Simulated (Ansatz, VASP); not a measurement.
## One calculation of H6C3O, two programs

```xyz
40
Lattice="8.7066 0.0000 0.0000 0.0000 8.7066 0.0000 0.0000 0.0000 8.7066" Properties=species:S:1:pos:R:3 pbc="T T T"
C     4.1096    6.9373    3.0202
C     3.8711    7.3793    1.5782
C     3.2614    1.4496    7.3562
C     3.1182    1.0584    5.8872
C     6.4920    3.3094    6.2060
C     5.5721    4.5144    6.3835
C     7.3681    5.9582    1.2365
C     8.4838    5.5108    0.2990
C     8.0958    0.7203    8.2451
C     9.5693    3.1306    2.6916
C     4.6596    3.1870    1.6700
C     0.6141    8.3900    3.0306
H     4.2711    7.7990    3.6820
H     3.2535    6.3737    3.4163
H     4.9925    6.2893    3.1012
H     3.7156    6.5182    0.9137
H     2.9876    8.0272    1.4917
H     4.7280    7.9455    1.1889
H     3.4232    2.5302    7.4687
H     2.3594    1.1870    7.9255
H     4.1106    0.9384    7.8299
H     2.9530   -0.0218    5.7771
H     2.2690    1.5685    5.4118
H     4.0169    1.3167    5.3099
H     5.9606    2.3671    6.3942
H     6.9033    3.2602    5.1895
H     7.3403    3.3558    6.9019
H     6.1091    5.4604    6.2266
H     4.7389    4.4861    5.6679
H     5.1411    4.5415    7.3932
H     7.4347    7.0298    1.4595
H     6.3800    5.7746    0.7981
H     7.4104    5.4214    2.1942
H     8.4103    4.4393    0.0694
H     8.4387    6.0507   -0.6573
H     9.4784    5.6884    0.7291
O     7.1156    0.7587    8.8178
O     8.4697    2.9684    2.9249
O     4.5225    2.4511    2.5237
O     0.5992    7.8113    4.0061
```

Alike in both runs: functional PBE; dispersion D3(BJ); k mesh 1 × 1 × 1; occupations fermi-dirac, width 0.05 eV; no spin polarisation.

Ansatz relaxed the structure, and its values are those at the end. VASP's run is a single point on that final structure, the one shown.

|  | VASP | Ansatz |
| --- | --- | --- |
| version | VASP 6.6.1 | Ansatz 0.2.0 |
| potentials or method | VASP PAW PBE potentials, release 64 (C, H, O), cutoff 520 eV | scalar-relativistic, plane waves, PAW |
| valence electrons in the cell | 96 | 96 |

```tsv
	VASP	Ansatz	Ansatz less VASP
gap on the k mesh at the Fermi level (eV)	5.51	5.52	+0.018
rms of the force components (eV/Å)	0.242	0.020	-0.2219
```

One of these differences is far larger than is usual between the two programs; its cause wasn't traced. Ansatz's warnings: xc potential rough in thin density.

Noted on VASP's run: the standard files for N, O and F lose accuracy on very short bonds.
